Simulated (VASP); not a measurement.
A run of VASP 6.6.1:

File POSCAR:

```
AlNi
1.0
    1.9386940000     -1.9531900000      0.0000000000
    1.9386940000      1.9531900000      0.0000000000
    0.0000000000      0.0000000000      3.0994300000
Al Ni
1 1
Direct
    0.0000000000      0.0000000000      0.0000000000
    0.5000000000      0.5000000000      0.5000000000
```

Contents of INCAR.step1:

```
SYSTEM = AlNi
  PREC = Accurate
  ENCUT = 520
  ISMEAR = 1
  SIGMA = 0.5
  LREAL = .FALSE.
  LASPH = .TRUE.
  NELM = 150
  ISPIN = 2
  MAGMOM = 0 1
  LMAXMIX = 4
  NBANDS = 18
  GGA = PE
  ALGO = Normal
  EDIFF = 1E-4
  LWAVE = .TRUE.
  LCHARG = .FALSE.
```

The input INCAR.step2:

```
SYSTEM = AlNi
  PREC = Accurate
  ENCUT = 520
  EDIFF = 1E-6
  ISMEAR = 1
  SIGMA = 0.5
  LREAL = .FALSE.
  LASPH = .TRUE.
  NELM = 150
  ALGO = Normal
  ISIF = 2
  LWAVE = .FALSE.
  LCHARG = .FALSE.
  ISPIN = 2
  MAGMOM = 0 1
  LORBIT = 11
  LMAXMIX = 4
  METAGGA = R2SCAN
  LMIXTAU = .TRUE.
  NBANDS = 18
  ISTART = 1
```

The input KPOINTS:

```
regular mesh
0
G
  11 11 10
  0 0 0
```

Potentials or basis: VASP PAW PBE potentials, release 64 (Al, Ni).

Command:

```sh
$ cat potpaw_PBE.64/Al/POTCAR potpaw_PBE.64/Ni/POTCAR > POTCAR
$ cp INCAR.step1 INCAR
$ mpirun -np 1 vasp_std > vasp.out
$ cp INCAR.step2 INCAR
$ mpirun -np 1 vasp_std > vasp.out
```

Hardware: 1 thread of Intel(R) Xeon(R) 6975P-C (Granite Rapids) (shared host).

How long does it take, and how much memory?

Run time: 3.7 min on 1 thread of Intel(R) Xeon(R) 6975P-C (Granite Rapids), with other jobs on the host, peak memory 0.24 GiB. Counts: k points 216.
